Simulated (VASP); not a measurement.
Input of a VASP 6.6.1 run:

File POSCAR:

```
SnO
1.0
    3.3550050000      0.0000000000      0.0000000000
    0.0000000000      5.6741040000      0.0000000000
    0.0000000000      0.0000000000      4.1375306000
Sn O
2 2
Direct
    0.0000000000      0.2319090000      0.5131440000
    0.5000000000      0.7680910000      0.0131440000
    0.0000000000      0.8912500000      0.7368570000
    0.5000000000      0.1087500000      0.2368570000
```

Contents of INCAR.step1:

```
SYSTEM = SnO
PREC = Accurate
ENCUT = 520
ISMEAR = -1
SIGMA = 0.05
LREAL = .FALSE.
LASPH = .TRUE.
NELM = 60
NBANDS = 28
GGA = PE
ALGO = Normal
EDIFF = 1E-4
LWAVE = .TRUE.
LCHARG = .FALSE.
```

INCAR.step2

```
SYSTEM = SnO
PREC = Accurate
ENCUT = 520
EDIFF = 1E-6
ISMEAR = -1
SIGMA = 0.05
LREAL = .FALSE.
LASPH = .TRUE.
NELM = 60
ALGO = Normal
ISIF = 2
LWAVE = .FALSE.
LCHARG = .TRUE.
METAGGA = R2SCAN
LMIXTAU = .TRUE.
LELF = .TRUE.
LVHAR = .TRUE.
NBANDS = 28
ISTART = 1
```

File KPOINTS:

```
regular mesh
0
G
  6 4 5
  0 0 0
```

Potentials or basis: VASP PAW PBE potentials, release 64 (Sn_d, O).

The run is started by

```console
$ cat potpaw_PBE.64/Sn_d/POTCAR potpaw_PBE.64/O/POTCAR > POTCAR
$ cp INCAR.step1 INCAR
$ mpirun -np 1 vasp_std > vasp.out
$ cp INCAR.step2 INCAR
$ mpirun -np 1 vasp_std > vasp.out
```

Problem. What does it give for the band gap on the k mesh?

Solution. 1.89 eV, indirect (least direct gap 2.70 eV).

Problem. Predict the largest force.

Solution. 0.281 eV/Å.

Problem. Predict the pressure.

Solution. -1.4 GPa.

Stress tensor (GPa, compression positive):
```
-2.26  0.00  0.00
 0.00 -0.83  0.00
 0.00  0.00 -1.00
```

Caveat: the PAW data sets were made with another functional, which shifts forces and pressure a little; spin-orbit coupling is left out, which moves the levels of the heavy elements. r2SCAN opens gaps a little over a GGA but as a rule still falls short of measured ones.
